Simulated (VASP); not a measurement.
## Al: single point with PBE

Crystal: Al.

```
Al
1.0
     2.02081    2.02081    0.00000
    -2.02081    2.02081    0.00000
     0.00000    0.00000    4.16287
Al
2
Direct
  0.00000 0.00000 0.00000
  0.50000 0.50000 0.50000
```

This cell differs from its parent crystal: strain along c alone, the other axes held: +3.0 %.

```yaml
Program: VASP 6.6.1
Task: single point
Functional: PBE
Potentials_or_basis: VASP PAW PBE potentials, release 64 (Al)
Cutoff: 520 eV
k_mesh: 18 × 18 × 14
Occupations: gaussian, width 0.1 eV
Spin: no spin polarisation
Dipole_correction: no
Further_INCAR_settings: ALGO = Normal; EDIFF = 1e-06; NBANDS = 10
```

| Quantity | Value |
| --- | --- |
| Pressure | -2.2 GPa |
| Band gap on the k mesh | zero (bands 3 and 4 overlap by 11.74 eV) |

Stress tensor (GPa, compression positive):
```
-1.60  0.00  0.00
 0.00 -1.60  0.00
 0.00  0.00 -3.44
```

Levels at points of the mesh, in eV from the Fermi level:
| k point | band 1 | band 2 | band 3 | band 4 | band 5 | band 6 |
| --- | --- | --- | --- | --- | --- | --- |
| (0.00, 0.00, 0.00) | -10.94 | -3.13 | -2.01 | 5.46 | 5.80 | 5.80 |
| (0.50, 0.00, 0.00) | -6.48 | -6.48 | 1.06 | 1.06 | 2.33 | 2.33 |
| (0.50, 0.50, 0.00) | -2.72 | -2.72 | -1.41 | -1.41 | 5.14 | 5.14 |
| (0.00, 0.00, 0.50) | -8.82 | -8.82 | 7.39 | 7.39 | 7.54 | 7.54 |
| (0.50, 0.00, 0.50) | -4.48 | -4.48 | -4.35 | -4.35 | 10.68 | 10.68 |
| (0.50, 0.50, 0.50) | -0.76 | -0.76 | -0.76 | -0.76 | 0.33 | 0.33 |

It took 68 s on 1 thread of Intel Xeon 8259CL, with other jobs on the host, peak memory 0.23 GiB.

Caveat: the cell differs from its parent crystal (strain along c alone, the other axes held: +3.0 %).
